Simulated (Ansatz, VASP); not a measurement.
Two plane-wave programs on CdI2

```xyz
3
Lattice="4.0318 0.0000 0.0000 -2.0159 3.4916 0.0000 0.0000 0.0000 6.5160" Properties=species:S:1:pos:R:3 pbc="T T T"
Cd    0.0000    0.0000    0.0000
I     0.0000    2.3278    1.6238
I     2.0159    1.1639    4.8923
```

Change from the starting cell: strain -0.050 along x and y, -0.050 along z, atoms carried along.

Alike in both runs: task single point; functional PBE; dispersion D3(BJ); k mesh 9 × 9 × 4; occupations gaussian, width 0.05 eV; no spin polarisation.

|  | VASP | Ansatz |
| --- | --- | --- |
| version | VASP 6.6.1 | Ansatz 0.2.0 |
| potentials or method | VASP PAW PBE potentials, release 64 (Cd, I), cutoff 500 eV | scalar-relativistic, plane waves, PAW |
| valence electrons in the cell | 26 | 54 |

```tsv
	VASP	Ansatz	Ansatz less VASP
gap on the k mesh at the Fermi level (eV)	2.46	2.47	+0.013
least direct gap on the mesh (eV)	2.85	2.86	+0.011
pressure (GPa)	8.3	8.1	-0.25
traceless stress, the component that is largest in VASP (GPa)	-0.11	-0.09	+0.020
rms of the force components (eV/Å)	0.603	0.585	-0.0182
```

Atom by atom the forces differ by 0.018 eV/Å (rms over components). VASP's potentials hold 26 valence electrons a cell and Ansatz's 54, so a difference there can come from the potentials and not from the codes.

Spin-orbit coupling is off throughout.
